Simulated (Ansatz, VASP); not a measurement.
## Hf: VASP beside Ansatz

```
Hf
1.0
    -1.83361    1.83361    1.83361
     1.83361   -1.83361    1.83361
     1.83361    1.83361   -1.83361
Hf
1
Direct
  0.00000 0.00000 0.00000
```

Alike in both runs: task single point; functional revPBE; k mesh 14 × 14 × 14; occupations fermi-dirac, width 0.1 eV; no spin polarisation.

|  | VASP | Ansatz |
| --- | --- | --- |
| version | VASP 6.6.1 | Ansatz 0.2.0 |
| potentials or method | VASP PAW PBE potentials, release 64 (Hf_pv), cutoff 520 eV | plane waves (420 eV) with PAW, scalar-relativistic |
| valence electrons in the cell | 10 | 26 |

VASP gave:

| Property | Result |
| --- | --- |
| pressure (GPa) | -6.8 |

Problem. What did Ansatz give for the same quantities?

Solution. Pressure (GPa): -6.5.

VASP's potentials were made for PBE, not for revPBE. VASP's potentials hold 10 valence electrons a cell and Ansatz's 26, so a difference there can come from the potentials and not from the codes.

Neither program's run includes spin-orbit coupling.
